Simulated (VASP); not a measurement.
# Ca (Pm-3m) in VASP: a series of runs, part 2 of 2

VASP 6.6.1.

### Step 3. Single point, revPBE

This run uses another cell than the first one, of 46.31 Å³/atom, 0.983 times its volume.

Input file INCAR:

```
PREC = Accurate
ENCUT = 520
EDIFF = 1E-7
ISMEAR = -1
SIGMA = 0.1
LREAL = F
LASPH = T
NELM = 60
ALGO = Normal
ISIF = 2
LWAVE = F
LCHARG = F
GGA = RE
NBANDS = 11
```

Input file KPOINTS:

```
regular mesh
0
Gamma
  14 14 14
```

Input file POSCAR:

```
Ca
1.0
    3.5909557285      0.0000000000      0.0000000000
    0.0000000000      3.5909557285      0.0000000000
    0.0000000000      0.0000000000      3.5909557285
Ca
1
Direct
    0.0000000000      0.0000000000      0.0000000000
```

Potentials or basis: VASP PAW PBE potentials, release 64 (Ca_sv).

On the command line:

```sh
> cat potpaw_PBE.64/Ca_sv/POTCAR > POTCAR
> mpirun -np 1 vasp_std > vasp.out
```

OUTCAR:

```text
PREC = Accurate
   ENCUT = 520
   EDIFF = 1E-7
   ISMEAR = -1
   LREAL = F
   LASPH = T
   NELM = 60
   ISIF = 2
   GGA = RE

 ion  position               nearest neighbor table
   1  0.000  0.000  0.000-

  LATTYP: Found a simple cubic cell.
 ALAT       =     3.5909557285

  Lattice vectors:

 A1 = (   3.5909557285,   0.0000000000,   0.0000000000)
 A2 = (   0.0000000000,   3.5909557285,   0.0000000000)
 A3 = (   0.0000000000,   0.0000000000,   3.5909557285)

Analysis of symmetry for initial positions (statically):
=====================================================================
 Subroutine PRICEL returns:
 Original cell was already a primitive cell.

 Routine SETGRP: Setting up the symmetry group for a
 simple cubic supercell.

 Subroutine GETGRP returns: Found 48 space group operations
 (whereof 48 operations were pure point group operations)
 out of a pool of 48 trial point group operations.

The static configuration has the point symmetry O_h .

Analysis of symmetry for dynamics (positions and initial velocities):
=====================================================================
 Subroutine PRICEL returns:
 Original cell was already a primitive cell.

 Routine SETGRP: Setting up the symmetry group for a
 simple cubic supercell.

 Subroutine GETGRP returns: Found 48 space group operations
 (whereof 48 operations were pure point group operations)
 out of a pool of 48 trial point group operations.

The dynamic configuration has the point symmetry O_h .

 Subroutine INISYM returns: Found 48 space group operations
 (whereof 48 operations are pure point group operations),
 and found     1 'primitive' translations

----------------------------------------------------------------------------------------

                                     Primitive cell

  volume of cell :      46.3052

  direct lattice vectors                    reciprocal lattice vectors
     3.590955728  0.000000000  0.000000000     0.278477396  0.000000000  0.000000000
     0.000000000  3.590955728  0.000000000     0.000000000  0.278477396  0.000000000
     0.000000000  0.000000000  3.590955728     0.000000000  0.000000000  0.278477396

  length of vectors
     3.590955728  3.590955728  3.590955728     0.278477396  0.278477396  0.278477396

  position of ions in fractional coordinates (direct lattice)
     0.000000000  0.000000000  0.000000000

  ion indices of the primitive-cell ions
   primitive index   ion index
                 1           1

----------------------------------------------------------------------------------------

 KPOINTS: regular mesh

Automatic generation of k-mesh.
 Grid dimensions read from file:
 generate k-points for:   14   14   14

 Generating k-lattice:

  Cartesian coordinates                     Fractional coordinates (reciprocal lattice)
     0.019891243  0.000000000  0.000000000     0.071428571  0.000000000  0.000000000
     0.000000000  0.019891243  0.000000000     0.000000000  0.071428571  0.000000000
     0.000000000  0.000000000  0.019891243     0.000000000  0.000000000  0.071428571

  Length of vectors
     0.019891243  0.019891243  0.019891243

  Shift w.r.t. Gamma in fractional coordinates (k-lattice)
     0.000000000  0.000000000  0.000000000

 Subroutine IBZKPT returns following result:
 ===========================================

 Found    120 irreducible k-points:

 Following reciprocal coordinates:
            Coordinates               Weight
  0.000000  0.000000  0.000000      1.000000
  0.071429  0.000000  0.000000      6.000000
  0.142857  0.000000  0.000000      6.000000
  0.214286  0.000000  0.000000      6.000000
  0.285714  0.000000  0.000000      6.000000
  0.357143  0.000000  0.000000      6.000000
[... 16 lines left out ...]
  0.285714  0.214286  0.000000     24.000000
  0.357143  0.214286  0.000000     24.000000
 [... further k-points ...]
   k-points           NKPTS =    120   k-points in BZ     NKDIM =    120   number of bands    NBANDS=     11
   number of dos      NEDOS =    301   number of ions     NIONS =      1
   total plane-waves  NPLWV =  21952
   dimension x,y,z NGX =    28 NGY =   28 NGZ =   28
   dimension x,y,z NGXF=    56 NGYF=   56 NGZF=   56
   ions per type =               1
   NGX,Y,Z   is equivalent  to a cutoff of  12.96, 12.96, 12.96 a.u.
   NGXF,Y,Z  is equivalent  to a cutoff of  25.93, 25.93, 25.93 a.u.
 SYSTEM =  unknown system
   PREC   = accura    normal or accurate (medium, high low for compatibility)
   ISTART =      0    job   : 0-new  1-cont  2-samecut
   ICHARG =      2    charge: 1-file 2-atom 10-const
   ISPIN  =      1    spin polarized calculation?
   LNONCOLLINEAR =      F non collinear calculations
   LSORBIT =      F    spin-orbit coupling
   LASPH  =      T    aspherical Exc in radial PAW
   ENCUT  =  520.0 eV  38.22 Ry    6.18 a.u.   6.68  6.68  6.68*2*pi/ulx,y,z
   NELM   =     60;   NELMIN=  2; NELMDL= -5     # of ELM steps
   EDIFF  = 0.1E-06   stopping-criterion for ELM
   LREAL  =      F    real-space projection
   EDIFFG = 0.1E-05   stopping-criterion for IOM
   NSW    =      0    number of steps for IOM
   IBRION =     -1    ionic relax: 0-MD 1-quasi-New 2-CG
   NFREE  =      0    steps in history (QN), initial steepest desc. (CG)
   ISIF   =      2    stress and relaxation
   ISYM   =      2    0-nonsym 1-usesym 2-fastsym
   POTIM  = 0.5000    time-step for ionic-motion
   TEBEG  =    0.0;   TEEND  =   0.0 temperature during run
   PSTRESS=    0.0 pullay stress
   NELECT =      10.0000    total number of electrons
   NUPDOWN=      -1.0000    fix difference up-down
   EMIN   =  10.00;   EMAX   =-10.00  energy-range for DOS
   EFERMI =   0.00;   METHOD = LEGACY
   ISMEAR =    -1;   SIGMA  =   0.10  broadening in eV -4-tet -1-fermi 0-gaus
   EFERMI_NEDOS =   21; number of points for ismear=-14 and -15
   IALGO  =     38    algorithm
   IMIX   =      4    mixing-type and parameters
     AMIX     =   0.40;   BMIX     =  1.00
     AMIX_MAG =   1.60;   BMIX_MAG =  1.00
  volume/ion in A,a.u.               =      46.31       312.48
  Fermi-wavevector in a.u.,A,eV,Ry     =   0.982196  1.856081 13.125660  0.964709
  Thomas-Fermi vector in A             =   2.113260
   LORBIT       =      0    0 simple, 1 ext, 2 COOP (PROOUT), +10 PAW based schemes
   GGA     = RE    functional components
   LHFCALC =     F    Hartree Fock is set to
   AEXX    =    0.0000 exact exchange contribution
   IVDW    =     0    specifies the selected vdW correction
   LEPSILON=     F    determine dielectric tensor
   LRPA    =     F    only Hartree local field effects (RPA)
 non-spin polarized calculation
  energy-cutoff  :      520.00
  volume of cell :       46.31
 maximum number of plane-waves:      1265
 NGX is ok and might be reduce to    28
   NGX = 13   NGY = 13   NGZ = 13

 number of electron      10.0000002 magnetization

 Free energy of the ion-electron system (eV)
  ---------------------------------------------------
  ext. energy  EPLUGINS =         0.00000000
  ---------------------------------------------------
  free energy    TOTEN  =        -1.38601666 eV

  energy without entropy =       -1.34887414  energy(sigma->0) =       -1.36744540

 E-fermi :   1.6231     XC(G=0):  -7.3377

 val. band max:        1.6192745386   @ k =   0.4286   0.3571   0.2857
 cond. band min:       1.6382427130   @ k =   0.5000   0.4286   0.2143
 fundamental gap:      0.0189681744
 Fermi energy:         1.6231268335

 k-point     1 :       0.0000    0.0000    0.0000
  band No.  band energies     occupation
      1     -40.8322      2.00000
      2     -21.6930      2.00000
      3     -21.6930      2.00000
      4     -21.6930      2.00000
      5      -2.1243      2.00000
      6       2.4797      0.00038
      7       2.4797      0.00038
      8       5.4864      0.00000
      9       5.4864      0.00000
     10       5.4864      0.00000
     11       9.7604      0.00000

 k-point     2 :       0.0714    0.0000    0.0000
  band No.  band energies     occupation
      1     -40.8315      2.00000
      2     -21.7014      2.00000
      3     -21.6924      2.00000
      4     -21.6924      2.00000
      5      -2.0562      2.00000
      6       2.4976      0.00032
      7       2.5005      0.00031
      8       5.4116      0.00000
      9       5.4116      0.00000
     10       5.4913      0.00000
     11       9.2677      0.00000
[... 295 lines left out ...]
 k-point    24 :       0.3571    0.2143    0.0000
  band No.  band energies     occupation
      1     -40.8163      2.00000
      2     -21.8199      2.00000
      3     -21.7444      2.00000
      4     -21.6765      2.00000
      5      -0.0391      2.00000
      6       2.2186      0.00517
      7       3.0883      0.00000
      8       4.0753      0.00000
      9       4.6279      0.00000
     10       5.1436      0.00000
     11       6.8541      0.00000

 [... further k-points ...]
[... 5 lines left out ...]
  --------------------------------------------------------------------------------------
  -------------------------------------------------------------------------------------
  Total       -0.0074945     -0.0074945     -0.0074945      0.0000000     -0.0000000      0.0000000
  in kB       -0.2593130     -0.2593130     -0.2593130      0.0000000     -0.0000000      0.0000000
  external PRESSURE =      -0.2593130 kB  Pullay stress =       0.0000000 kB

 VOLUME and BASIS-vectors are now :
 -----------------------------------------------------------------------------
  energy-cutoff  :      520.00
  volume of cell :       46.31
      direct lattice vectors                 reciprocal lattice vectors
     3.590955728  0.000000000  0.000000000     0.278477396  0.000000000  0.000000000
     0.000000000  3.590955728  0.000000000     0.000000000  0.278477396  0.000000000
     0.000000000  0.000000000  3.590955728     0.000000000  0.000000000  0.278477396

 POSITION                                       TOTAL-FORCE (eV/Angst)
 -----------------------------------------------------------------------------------
      0.00000      0.00000      0.00000         0.000000      0.000000      0.000000
 -----------------------------------------------------------------------------------
    total drift:                                0.000000     -0.000000     -0.000000

  FREE ENERGIE OF THE ION-ELECTRON SYSTEM (eV)
  ---------------------------------------------------
  free  energy   TOTEN  =        -1.3860166584 eV

  energy  without entropy=       -1.3488741406  energy(sigma->0) =       -1.36744540
```

OSZICAR:

```text
N       E                     dE             d eps       ncg     rms          rms(c)
DAV:   1     0.684574813670E+02    0.68457E+02   -0.49838E+03  2640   0.811E+02
DAV:   2     0.241313631407E+00   -0.68216E+02   -0.67603E+02  2928   0.206E+02
DAV:   3    -0.130222624120E+01   -0.15435E+01   -0.15194E+01  3918   0.308E+01
DAV:   4    -0.138849785822E+01   -0.86272E-01   -0.86081E-01  3491   0.546E+00
DAV:   5    -0.138976309433E+01   -0.12652E-02   -0.12649E-02  3732   0.626E-01    0.230E+00
DAV:   6    -0.138605641692E+01    0.37067E-02   -0.12820E-02  3091   0.123E+00    0.142E+00
DAV:   7    -0.138647255426E+01   -0.41614E-03   -0.19546E-02  2742   0.166E+00    0.126E-01
DAV:   8    -0.138597258638E+01    0.49997E-03   -0.27135E-03  2910   0.458E-01    0.398E-02
DAV:   9    -0.138601863409E+01   -0.46048E-04   -0.22465E-04  3762   0.132E-01    0.150E-02
DAV:  10    -0.138601740768E+01    0.12264E-05   -0.10292E-05  2989   0.222E-02    0.205E-03
DAV:  11    -0.138601760457E+01   -0.19688E-06   -0.14527E-06  3885   0.700E-03    0.482E-03
DAV:  12    -0.138601675620E+01    0.84837E-06   -0.28279E-07  2973   0.609E-03    0.708E-04
DAV:  13    -0.138601665844E+01    0.97750E-07   -0.13255E-08  1458   0.109E-03
   1 F= -.13860167E+01 E0= -.13674454E+01  d E =-.371425E-01
```

Run time: 58 s. Hardware: 1 thread of AMD EPYC 9R45 (Zen 5), shared host; peak memory 0.16 GiB.

Results:

```yaml
Free_energy: -1.3860 eV
Pressure: 0.0 GPa
Band_gap_on_the_k_mesh: zero (band 5 reaches 2.34 eV, above the bottom of band 6 at 1.06 eV)
```

Caveat: the PAW data sets were made with another functional, which shifts forces and pressure a little.
